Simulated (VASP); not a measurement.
Runs of VASP 6.6.1 on NaCl. The structure is that of space group Fm-3m (No. 225), or close to it. The cells are those of the table. 

```tsv
task	cell	gap on the mesh (eV)	pressure (GPa)
relaxation of cell and atoms	relaxed from a = 4.228 Å, angles 60.0°, 2 atoms	5.00	0.0
single point	a = 4.028 Å, angles 60.0°, 2 atoms	(b)	-0.1
single point	a = 4.008 Å, angles 60.0°, 2 atoms	5.05	0.3
single point	a = 4.048 Å, angles 60.0°, 2 atoms	(a)	-0.4
```

Alike in all rows: level PBE; potentials or basis VASP PAW PBE potentials, release 64 (Na_pv, Cl); no spin polarisation; k mesh 7 × 7 × 7; cutoff (eV) 500; smearing fermi-dirac 0.02 eV.

Problem. Estimate the missing entries.

Solution. (a) 4.94; (b) 4.99.

